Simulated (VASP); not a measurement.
## SrLiBr3: single point with PBE

Crystal: SrLiBr3.

```xyz
10
Lattice="-4.3976 -0.0009 -0.0005 -0.0009 0.0040 -8.2104 -0.0017 -8.6408 0.0041" Properties=species:S:1:pos:R:3 pbc="T T T"
Li   -2.2009   -5.3290   -3.6619
Li   -2.1987   -3.3116   -7.7594
Sr   -0.0004   -0.9374   -5.0767
Sr   -0.0018   -7.6950   -0.9671
Br   -2.1989   -3.2422   -5.1606
Br   -2.2030   -5.3935   -1.0564
Br   -0.0020   -6.5461   -3.9729
Br   -2.1993   -0.6205   -2.6458
Br   -2.2012   -8.0168   -6.7572
Br    0.0000   -2.0931   -8.0815
```

| Item | Value |
| --- | --- |
| Program | VASP 6.6.1 |
| Task | single point |
| Functional | PBE |
| Potentials or basis | VASP PAW PBE potentials, release 64 (Li_sv, Sr_sv, Br) |
| Cutoff | 520 eV |
| k mesh | 4 × 2 × 2 |
| Occupations | gaussian, width 0.1 eV |
| Spin | no spin polarisation |

- Largest force: 0.022 eV/Å
- Band gap on the k mesh: 4.26 eV (least direct gap 4.31 eV)

Forces on the atoms (eV/Å):
```
Li   0.000 -0.007  0.006
Li   0.000  0.016 -0.005
Sr   0.000 -0.010  0.000
Sr  -0.002 -0.004  0.001
Br   0.000 -0.009 -0.003
Br   0.003  0.006 -0.009
Br  -0.001  0.022  0.001
Br   0.001 -0.002 -0.013
Br   0.000  0.005  0.010
Br  -0.001 -0.017  0.012
```

Levels at points of the mesh, in eV from the valence-band top:
```
           k point  band 30  band 31  band 32  band 33  band 34  band 35  band 36  band 37  band 38  band 39
(0.00, 0.00, 0.00)    -0.48    -0.47    -0.36    -0.16    -0.05     4.26     4.53     5.12     5.59     5.65
(0.50, 0.00, 0.00)    -0.64    -0.58    -0.51    -0.38    -0.14     5.42     5.53     5.92     6.26     6.45
(0.00, 0.50, 0.00)    -0.67    -0.49    -0.48    -0.08    -0.08     4.86     4.87     5.47     5.49     5.67
(0.50, 0.50, 0.00)    -0.75    -0.58    -0.56    -0.40    -0.40     5.81     5.81     6.05     6.07     6.52
(0.00, 0.00, 0.50)    -0.52    -0.45    -0.45    -0.35    -0.08     4.38     5.10     5.17     5.52     5.80
(0.50, 0.00, 0.50)    -0.74    -0.73    -0.63    -0.58    -0.10     5.55     5.58     5.96     6.10     6.34
(0.00, 0.50, 0.50)    -0.67    -0.46    -0.45     0.00     0.00     4.85     4.86     5.48     5.49     5.89
(0.50, 0.50, 0.50)    -0.70    -0.43    -0.42    -0.38    -0.38     5.54     5.55     6.16     6.17     6.41
```

Run time: 2.8 min on 1 thread of Intel(R) Xeon(R) Platinum 8488C (Sapphire Rapids), on a shared host, peak memory 0.43 GiB.

 A k mesh can miss the band edges.
